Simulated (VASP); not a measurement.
# GaSe3: single point with PBE

Crystal: GaSe3.

```
Ga Se
1.0
    -3.45423    3.45423    4.94798
     3.45423   -3.45423    4.94798
     3.45423    3.45423   -4.94798
Ga Se
2 6
Cartesian
  0.0000 0.0000 4.9480
  0.0000 0.0000 0.0000
  2.6413 -0.8130 4.9480
  0.8130 2.6413 4.9480
  0.0000 0.0000 7.4220
  0.8130 4.2672 0.0000
  2.6413 0.8130 0.0000
  0.0000 0.0000 2.4740
```

| Item | Value |
| --- | --- |
| Program | VASP 6.6.1 |
| Task | single point |
| Functional | PBE |
| Potentials or basis | VASP PAW PBE potentials, release 64 (Ga_d, Se) |
| Cutoff | 520 eV |
| k mesh | 8 × 8 × 8 |
| Occupations | gaussian, width 0.1 eV |
| Spin | no spin polarisation |
| Dipole correction | no |
| Further INCAR settings | ALGO = Normal; EDIFF = 1e-07; NBANDS = 41 |

```yaml
Pressure: 0.1 GPa
Largest_force: 0.023 eV/Å
Band_gap_on_the_k_mesh: zero (bands 31 and 32 overlap by 0.74 eV)
```

Forces on the atoms (eV/Å):
```
Ga   0.000  0.000  0.000
Ga   0.000  0.000  0.000
Se  -0.016 -0.016  0.000
Se   0.016 -0.016  0.000
Se   0.000  0.000  0.000
Se   0.016  0.016  0.000
Se  -0.016  0.016  0.000
Se   0.000  0.000  0.000
```

Levels at points of the mesh, in eV from the Fermi level:
| k point | band 28 | band 29 | band 30 | band 31 | band 32 | band 33 | band 34 | band 35 |
| --- | --- | --- | --- | --- | --- | --- | --- | --- |
| (0.00, 0.00, 0.00) | -0.75 | -0.75 | -0.55 | -0.10 | 0.67 | 0.67 | 1.68 | 1.68 |
| (0.50, 0.00, 0.00) | -1.37 | -0.70 | -0.70 | 0.12 | 0.12 | 0.52 | 0.52 | 2.36 |
| (0.50, 0.50, 0.00) | -0.88 | -0.76 | -0.65 | -0.36 | -0.11 | 0.12 | 2.22 | 2.24 |
| (0.50, 0.50, 0.50) | -1.15 | -1.15 | -0.51 | -0.12 | -0.12 | 1.99 | 1.99 | 2.51 |

It took 28 min on 1 thread of Intel Xeon 8259CL, on a shared host, peak memory 0.66 GiB.
